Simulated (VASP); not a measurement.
# KLaC (Cmmm) in VASP: relaxation of cell and atoms with PBE

Aim: the relaxation of cell and atoms of KLaC with PBE.

Program: VASP 6.6.1. These are calculated values, not measurements. Logs are shortened: lines on timing, memory, paths and dates and some standing lists are left out, and cuts for length are marked.

## 1. The cell of the first run

The structure is orthorhombic, space group Cmmm (No. 65). The conventional cell has a = 6.037 Å, b = 6.721 Å, c = 4.595 Å, α = 90.00°, β = 90.00°, γ = 90.00°. K (site symmetry mmm) has 2 C at 2.30 Å within 3.0 Å. Within 4.0 Å of La (site symmetry mmm) lie 4 K at 3.02 to 3.36 Å and 4 C at 3.79 Å. Within 3.0 Å of C (site symmetry mmm) lie 2 K at 2.30 Å.

## 2. Relaxation of cell and atoms, PBE

INCAR reads:

```
SYSTEM = KLaC
  ALGO = Normal
  EDIFF = 1E-6
  EDIFFG = -0.01
  ENCUT = 600
  GGA = PE
  IBRION = 2
  ISIF = 3
  ISMEAR = 0
  LASPH = .True.
  LCHARG = .False.
  LREAL = .False.
  LWAVE = .False.
  NELM = 100
  NSW = 100
  PREC = Accurate
  SIGMA = 0.1
```

KPOINTS reads:

```
k-points
0
Gamma
  10 10 10
  0 0 0
```

POSCAR reads:

```
KLaC
1.0
    3.0185097996     -3.3604534026      0.0000000000
    3.0185097996      3.3604534026      0.0000000000
    0.0000000000      0.0000000000      4.5949639158
K La C
1 1 1
Direct
    0.5000000000      0.5000000000      0.5000000000
    0.0000000000      0.0000000000      0.5000000000
    0.5000000000      0.5000000000      0.0000000000
```

Potentials or basis: VASP PAW PBE potentials, release 64 (K_sv, La, C).

Command:

```
> cat potpaw_PBE.64/K_sv/POTCAR potpaw_PBE.64/La/POTCAR potpaw_PBE.64/C/POTCAR > POTCAR
> mpirun -np 1 vasp_std > vasp.out
```

OUTCAR:

```text
SYSTEM = KLaC
   EDIFF = 1E-6
   EDIFFG = -0.01
   ENCUT = 600
   GGA = PE
   IBRION = 2
   ISIF = 3
   ISMEAR = 0
   LASPH = .True.
   LREAL = .False.
   NELM = 100
   NSW = 100
   PREC = Accurate

 ion  position               nearest neighbor table
   1  0.500  0.500  0.500-   3 2.30   3 2.30   2 3.02   2 3.02   2 3.36   2 3.36
   2  0.000  0.000  0.500-   1 3.02   1 3.02   1 3.36   1 3.36
   3  0.500  0.500  0.000-   1 2.30   1 2.30

  LATTYP: Found a base centered orthorhombic cell.
 ALAT       =     6.0370195992
 B/A-ratio  =     1.1132822570
 C/A-ratio  =     0.7611311907

  Lattice vectors:

 A1 = (   3.0185097996,  -3.3604534026,   0.0000000000)
 A2 = (   3.0185097996,   3.3604534026,   0.0000000000)
 A3 = (   0.0000000000,   0.0000000000,   4.5949639158)

Analysis of symmetry for initial positions (statically):
=====================================================================
 Subroutine PRICEL returns:
 Original cell was already a primitive cell.

 Routine SETGRP: Setting up the symmetry group for a
 base centered orthorhombic supercell.

 Subroutine GETGRP returns: Found  8 space group operations
 (whereof  8 operations were pure point group operations)
 out of a pool of  8 trial point group operations.

The static configuration has the point symmetry D_2h.

Analysis of symmetry for dynamics (positions and initial velocities):
=====================================================================
 Subroutine PRICEL returns:
 Original cell was already a primitive cell.

 Routine SETGRP: Setting up the symmetry group for a
 base centered orthorhombic supercell.

 Subroutine GETGRP returns: Found  8 space group operations
 (whereof  8 operations were pure point group operations)
 out of a pool of  8 trial point group operations.

The dynamic configuration has the point symmetry D_2h.

 Subroutine INISYM returns: Found  8 space group operations
 (whereof  8 operations are pure point group operations),
 and found     1 'primitive' translations

----------------------------------------------------------------------------------------

                                     Primitive cell

  volume of cell :      93.2186

  direct lattice vectors                    reciprocal lattice vectors
     3.018509800 -3.360453403  0.000000000     0.165644650 -0.148789446  0.000000000
     3.018509800  3.360453403  0.000000000     0.165644650  0.148789446  0.000000000
     0.000000000  0.000000000  4.594963916     0.000000000  0.000000000  0.217629565

  length of vectors
     4.517084068  4.517084068  4.594963916     0.222657696  0.222657696  0.217629565

  position of ions in fractional coordinates (direct lattice)
     0.500000000  0.500000000  0.500000000
     0.000000000  0.000000000  0.500000000
     0.500000000  0.500000000  0.000000000

  ion indices of the primitive-cell ions
   primitive index   ion index
                 1           1
                 2           2
                 3           3

----------------------------------------------------------------------------------------

 KPOINTS: k-points

Automatic generation of k-mesh.
 Grid dimensions read from file:
 generate k-points for:   10   10   10

 Generating k-lattice:

  Cartesian coordinates                     Fractional coordinates (reciprocal lattice)
     0.016564465 -0.014878945  0.000000000     0.100000000  0.000000000  0.000000000
     0.016564465  0.014878945  0.000000000     0.000000000  0.100000000  0.000000000
     0.000000000  0.000000000  0.021762957     0.000000000  0.000000000  0.100000000

  Length of vectors
     0.022265770  0.022265770  0.021762957

  Shift w.r.t. Gamma in fractional coordinates (k-lattice)
     0.000000000  0.000000000  0.000000000

 Subroutine IBZKPT returns following result:
 ===========================================

 Found    186 irreducible k-points:

 Following reciprocal coordinates:
            Coordinates               Weight
  0.000000  0.000000  0.000000      1.000000
  0.100000  0.000000  0.000000      4.000000
  0.200000  0.000000  0.000000      4.000000
  0.300000 -0.000000  0.000000      4.000000
  0.400000 -0.000000  0.000000      4.000000
  0.500000  0.000000  0.000000      2.000000
[... 16 lines left out ...]
  0.300000  0.300000  0.000000      2.000000
  0.400000  0.300000  0.000000      4.000000
 [... further k-points ...]
   k-points           NKPTS =    186   k-points in BZ     NKDIM =    186   number of bands    NBANDS=     16
   number of dos      NEDOS =    301   number of ions     NIONS =      3
   total plane-waves  NPLWV =  51840
   dimension x,y,z NGX =    36 NGY =   36 NGZ =   40
   dimension x,y,z NGXF=    72 NGYF=   72 NGZF=   80
   ions per type =               1   1   1
   NGX,Y,Z   is equivalent  to a cutoff of  13.25, 13.25, 14.47 a.u.
   NGXF,Y,Z  is equivalent  to a cutoff of  26.50, 26.50, 28.94 a.u.
 SYSTEM =  KLaC
   PREC   = accura    normal or accurate (medium, high low for compatibility)
   ISTART =      0    job   : 0-new  1-cont  2-samecut
   ICHARG =      2    charge: 1-file 2-atom 10-const
   ISPIN  =      1    spin polarized calculation?
   LNONCOLLINEAR =      F non collinear calculations
   LSORBIT =      F    spin-orbit coupling
   LASPH  =      T    aspherical Exc in radial PAW
   ENCUT  =  600.0 eV  44.10 Ry    6.64 a.u.   9.02  9.02  9.18*2*pi/ulx,y,z
   NELM   =    100;   NELMIN=  2; NELMDL= -5     # of ELM steps
   EDIFF  = 0.1E-05   stopping-criterion for ELM
   LREAL  =      F    real-space projection
   EDIFFG = -.1E-01   stopping-criterion for IOM
   NSW    =    100    number of steps for IOM
   IBRION =      2    ionic relax: 0-MD 1-quasi-New 2-CG
   NFREE  =      1    steps in history (QN), initial steepest desc. (CG)
   ISIF   =      3    stress and relaxation
   ISYM   =      2    0-nonsym 1-usesym 2-fastsym
   POTIM  = 0.5000    time-step for ionic-motion
   TEBEG  =    0.0;   TEEND  =   0.0 temperature during run
   PSTRESS=    0.0 pullay stress
   NELECT =      24.0000    total number of electrons
   NUPDOWN=      -1.0000    fix difference up-down
   EMIN   =  10.00;   EMAX   =-10.00  energy-range for DOS
   EFERMI =   0.00;   METHOD = LEGACY
   ISMEAR =     0;   SIGMA  =   0.10  broadening in eV -4-tet -1-fermi 0-gaus
   EFERMI_NEDOS =   21; number of points for ismear=-14 and -15
   IALGO  =     38    algorithm
   IMIX   =      4    mixing-type and parameters
     AMIX     =   0.40;   BMIX     =  1.00
     AMIX_MAG =   1.60;   BMIX_MAG =  1.00
  volume/ion in A,a.u.               =      31.07       209.69
  Fermi-wavevector in a.u.,A,eV,Ry     =   1.041464  1.968082 14.757531  1.084648
  Thomas-Fermi vector in A             =   2.176086
   LORBIT       =      0    0 simple, 1 ext, 2 COOP (PROOUT), +10 PAW based schemes
   GGA     = PE    functional components
   LHFCALC =     F    Hartree Fock is set to
   AEXX    =    0.0000 exact exchange contribution
   IVDW    =     0    specifies the selected vdW correction
   LEPSILON=     F    determine dielectric tensor
   LRPA    =     F    only Hartree local field effects (RPA)
 conjugate gradient relaxation of ions
 non-spin polarized calculation
 Gauss-broadening in eV      SIGMA  =   0.10
  energy-cutoff  :      600.00
  volume of cell :       93.22
 maximum number of plane-waves:      3140
   NGX = 19   NGY = 19   NGZ = 19

--------------------------------------- Ionic step        1  -------------------------------------------

 number of electron      23.9999999 magnetization

 Free energy of the ion-electron system (eV)
  ---------------------------------------------------
  ext. energy  EPLUGINS =         0.00000000
  ---------------------------------------------------
  free energy    TOTEN  =        -7.09386559 eV

  energy without entropy =       -7.07781809  energy(sigma->0) =       -7.08584184

------------------------ aborting loop because EDIFF is reached ----------------------------------------

  FORCE on cell =-STRESS in cart. coord.  units (eV):
  Direction    XX          YY          ZZ          XY          YZ          ZX
  --------------------------------------------------------------------------------------
  -------------------------------------------------------------------------------------
  Total        0.3187636     -0.2104022      0.0404603      0.0000000      0.0000000      0.0000000
  in kB        5.4786908     -3.6162489      0.6954039      0.0000000      0.0000000      0.0000000
  external PRESSURE =       0.8526153 kB  Pullay stress =       0.0000000 kB
[... 281 lines left out ...]
  energy  without entropy=       -7.0859583447  energy(sigma->0) =       -7.09509822

--------------------------------------- Ionic step        9  -------------------------------------------

 number of electron      23.9999999 magnetization

 Free energy of the ion-electron system (eV)
  ---------------------------------------------------
  ext. energy  EPLUGINS =         0.00000000
  ---------------------------------------------------
  free energy    TOTEN  =        -7.10440724 eV

  energy without entropy =       -7.08593475  energy(sigma->0) =       -7.09517100

 E-fermi :   3.5448     XC(G=0):  -8.4203

 val. band max:        3.5257015276   @ k =   0.5000   0.0000   0.2000
 cond. band min:       3.5539859459   @ k =   0.4000  -0.0000   0.0000
 fundamental gap:      0.0282844183
 Fermi energy:         3.5447614602

 k-point     1 :       0.0000    0.0000    0.0000
  band No.  band energies     occupation
      1     -30.6654      2.00000
      2     -27.1712      2.00000
      3     -14.4116      2.00000
      4     -14.4062      2.00000
      5     -14.2402      2.00000
      6     -10.8564      2.00000
[... 8 lines left out ...]
     15       4.1191      0.00000
     16       4.1655      0.00000
[... 420 lines left out ...]
  band No.  band energies     occupation
      1     -30.6456      2.00000
      2     -27.1853      2.00000
      3     -14.5408      2.00000
      4     -14.4663      2.00000
      5     -14.2139      2.00000
      6     -10.8812      2.00000
[... 8 lines left out ...]
     15       4.1723      0.00000
     16       4.2050      0.00000

 [... further k-points ...]
[... 5 lines left out ...]
  --------------------------------------------------------------------------------------
  -------------------------------------------------------------------------------------
  Total        0.0084280      0.0003185      0.0017505      0.0000000      0.0000000      0.0000000
  in kB        0.1447990      0.0054724      0.0300739      0.0000000      0.0000000      0.0000000
  external PRESSURE =       0.0601151 kB  Pullay stress =       0.0000000 kB
[... 18 lines left out ...]
  FREE ENERGIE OF THE ION-ELECTRON SYSTEM (eV)
  ---------------------------------------------------
  free  energy   TOTEN  =        -7.1044072431 eV

  energy  without entropy=       -7.0859347522  energy(sigma->0) =       -7.09517100

 reached required accuracy - stopping structural energy minimisation
```

It took 30 min on 1 thread of Intel Xeon Platinum 8259CL at 2.50GHz (Skylake/Cascade Lake), shared host; peak memory 0.61 GiB.

Results:

```yaml
Free_energy: -7.1044 eV
Relaxed_volume: 31.08 Å³/atom
Relaxed_cell: a = 4.497 Å, b = 4.497 Å, c = 4.611 Å, α = 90.00°, β = 90.00°, γ = 90.09°
Space_group_after_relaxing_to_0.05_Å: P4/mmm (No. 123)
Energy_gained_by_relaxing: 3.5 meV/atom
Ionic_steps: 9
Pressure_after_relaxing: 0.0 GPa
Band_gap_on_the_k_mesh: zero (band 12 reaches 4.02 eV, above the bottom of band 13 at 2.85 eV)
```

Step by step:
| step | energy change (eV) | largest force (eV/Å) | pressure (GPa) | volume (Å³) |
| --- | --- | --- | --- | --- |
| 1 | 0.0000 | 0.0000 | 0.09 | 93.22 |
| 2 | -0.0022 | 0.0000 | 0.06 | 93.44 |
| 3 | -0.0063 | 0.0000 | -0.06 | 94.08 |
| 4 | -0.0084 | 0.0000 | -0.24 | 95.29 |
| 5 | -0.0104 | 0.0000 | -0.07 | 93.81 |
| 6 | -0.0105 | 0.0000 | -0.04 | 93.48 |
| 7 | -0.0105 | 0.0000 | -0.03 | 93.38 |
| 8 | -0.0104 | 0.0000 | 0.07 | 93.03 |
| 9 | -0.0105 | 0.0000 | 0.01 | 93.25 |

Final structure:
```
K La C
1.0
     3.17750   -3.18251    0.00000
     3.17750    3.18251    0.00000
     0.00000    0.00000    4.61089
K La C
1 1 1
Direct
  0.50000 0.50000 0.50000
  0.00000 0.00000 0.50000
  0.50000 0.50000 0.00000
```

Levels at points of the mesh, in eV from the Fermi level:
```csv
k point,band 9,band 10,band 11,band 12,band 13,band 14,band 15,band 16
"(0.00, 0.00, 0.00)",-8.50,-1.42,-1.14,0.07,0.19,0.19,0.57,0.62
"(0.50, 0.00, 0.00)",-8.36,-1.80,0.16,0.19,0.44,0.60,0.63,0.64
"(0.50, 0.50, 0.00)",-8.28,-0.69,-0.69,0.23,0.30,0.63,0.63,0.64
"(0.00, 0.00, 0.50)",-7.15,-1.68,-1.22,-0.70,-0.69,-0.20,0.63,0.64
"(0.50, 0.00, 0.50)",-7.08,-1.33,-0.93,-0.29,-0.04,0.47,0.47,0.64
"(0.50, 0.50, 0.50)",-6.98,-1.91,-1.91,-1.01,0.56,0.63,0.63,0.67
```

Caveat: spin-orbit coupling is left out, which moves the levels of the heavy elements.
